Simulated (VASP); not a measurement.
Write the native input for VASP 6.6.1 that does the following.

| Quantity | Value |
| --- | --- |
| Task | single point |
| Functional | PBE |
| Potentials or basis | VASP PAW PBE potentials, release 64 (Zr_sv, N) |
| Cutoff | 600 eV |
| k mesh | 9 × 9 × 9 |
| Occupations | gaussian, width 0.0291 eV |
| Spin | no spin polarisation |
| Dipole correction | no |
| Further INCAR settings | ALGO = Normal; EDIFF = 1e-06; NBANDS = 16 |

The structure of ZrN lies in POSCAR:

```
ZrN
1.0
    0.0000000000      2.3826060000      2.3826060000
    2.3826060000      0.0000000000      2.3826060000
    2.3826060000      2.3826060000      0.0000000000
Zr N
1 1
Direct
    0.0000000000      0.0000000000      0.0000000000
    0.5000000000      0.5000000000      0.5000000000
```

One way to write it, as run:

INCAR

```
SYSTEM = ZrN
ALGO = Normal
EDIFF = 1E-6
ENCUT = 600
GGA = PE
GGA_COMPAT = .False.
ISIF = 2
ISMEAR = 0
LASPH = .True.
LCHARG = .False.
LREAL = .False.
LWAVE = .False.
NBANDS = 16
NELM = 120
PREC = Accurate
SIGMA = 0.0291
```

KPOINTS

```
k-points
0
Gamma
  9 9 9
  0 0 0
```

Potentials or basis: VASP PAW PBE potentials, release 64 (Zr_sv, N).

Launch:

```console
$ cat potpaw_PBE.64/Zr_sv/POTCAR potpaw_PBE.64/N/POTCAR > POTCAR
$ mpirun -np 1 vasp_std > vasp.out
```

It gave:

- Pressure: -21.4 GPa

Run time: 13 s on 1 thread of Intel(R) Xeon(R) Platinum 8559C (Emerald Rapids) (shared host), peak memory 0.15 GiB.
